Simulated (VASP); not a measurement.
Input of a VASP 6.6.1 run:

Contents of INCAR:

```
SYSTEM = NaOs
PREC = Accurate ; ENCUT = 520
EDIFF = 1E-6 ; ISMEAR = 0
SIGMA = 0.1 ; LREAL = .False.
LASPH = .True. ; NELM = 100
ALGO = Fast ; ISIF = 2
LWAVE = .False. ; LCHARG = .True.
GGA = PE ; LELF = .True.
LVHAR = .True. ; NBANDS = 23
```

File KPOINTS:

```
regular mesh
0
Gamma
  14 10 4
  0 0 0
```

POSCAR

```
NaOs
1.0
    2.7291283895      0.0000000000      0.0000000000
    0.0000000000      3.8762451529      0.0000000000
    0.0000000000      0.0000000000      8.4198397294
Na Os
2 2
Direct
    0.5000000000      0.0000000000      0.1882191066
    0.0000000000      0.5000000000      0.8117808934
    0.5000000000      0.0000000000      0.5543392619
    0.0000000000      0.5000000000      0.4456607381
```

Potentials or basis: VASP PAW PBE potentials, release 64 (Na_pv, Os).

The run is started by

```console
$ cat potpaw_PBE.64/Na_pv/POTCAR potpaw_PBE.64/Os/POTCAR > POTCAR
$ mpirun -np 1 vasp_std > vasp.out
```

Estimate the pressure.

-0.2 GPa.

Predict the largest force.

0.025 eV/Å.

Forces in eV/Å, atoms in the order of the input:
```
Na   0.000  0.000  0.005
Na   0.000  0.000 -0.005
Os   0.000  0.000 -0.025
Os   0.000  0.000  0.025
```
